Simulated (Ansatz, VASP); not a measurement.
One calculation of FeNi, two programs

```
Fe Ni
1.0
     1.43702   -1.98131    0.00000
     1.43702    1.98131    0.00000
     0.00000    0.00000    3.94929
Fe Ni
1 1
Direct
  0.00000 0.00000 0.00000
  0.50000 0.50000 0.50000
```

Alike in both runs: task single point; functional LDA; k mesh 14 × 14 × 8; occupations gaussian, width 0.05 eV; collinear spin.

```csv
,VASP,Ansatz
version,VASP 6.6.1,Ansatz 0.2.0
potentials or method,"VASP PAW LDA potentials, release 64 (Fe, Ni), cutoff 520 eV","scalar-relativistic, plane waves, PAW"
valence electrons in the cell,18,34
```

```tsv
	VASP	Ansatz	Ansatz less VASP
gap on the k mesh at the Fermi level (eV)	none	none	-
pressure (GPa)	-14.9	-14.5	+0.44
traceless stress, the component that is largest in VASP (GPa)	2.83	2.90	+0.077
net moment per atom (μB)	1.56	1.59	+0.032
size of the moment on the site where the two differ most (μB)	0.61	0.67	+0.059
```

LDA's correlation is that of Perdew and Zunger in VASP and of Perdew and Wang (1992) in Ansatz. Site moments also hang on the region over which each program counts them. A gap of «none» marks a metal or a gap that the smearing closes. VASP's potentials hold 18 valence electrons a cell and Ansatz's 34, so a difference there can come from the potentials and not from the codes.
